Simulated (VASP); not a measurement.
Here is a VASP 6.6.1 calculation.

Contents of INCAR:

```
ALGO = Normal
EDIFF = 1E-7
ENCUT = 520
GGA = PE
ISIF = 2
ISMEAR = 0
LASPH = T
LCHARG = F
LREAL = F
LWAVE = F
NBANDS = 26
NELM = 60
PREC = Accurate
SIGMA = 0.1
```

The input KPOINTS:

```
k-points
0
Gamma
  6 6 4
```

The input POSCAR:

```
AsS5
1.0
    4.6605226352      0.0000000000      0.0000000000
   -2.3302613176      4.0361309970      0.0000000000
    0.0000000000      0.0000000000      7.0994302001
As S
1 5
Direct
    0.0000000000      0.0000000000      0.0000000000
    0.0000000000      0.7377688960      0.5000000000
    0.7377688960      0.0000000000      0.5000000000
    0.2622311040      0.2622311040      0.5000000000
    0.6666666667      0.3333333333      0.0000000000
    0.3333333333      0.6666666667      0.0000000000
```

Potentials or basis: VASP PAW PBE potentials, release 64 (As, S).

The run is started by

```bash
$ cat potpaw_PBE.64/As/POTCAR potpaw_PBE.64/S/POTCAR > POTCAR
$ mpirun -np 1 vasp_std > vasp.out
```

Question: What does it give for the pressure?

Answer: -0.3 GPa.

Question: Estimate the largest force.

Answer: 0.205 eV/Å.

Forces in eV/Å, atoms in the order of the input:
```
As   0.000  0.000  0.000
S   -0.102  0.177  0.000
S    0.205  0.000  0.000
S   -0.102 -0.177  0.000
S    0.000  0.000  0.000
S    0.000  0.000  0.000
```

Caveat: this functional lacks dispersion, which binds the layers, so the pressure and a relaxed spacing across them are unreliable.
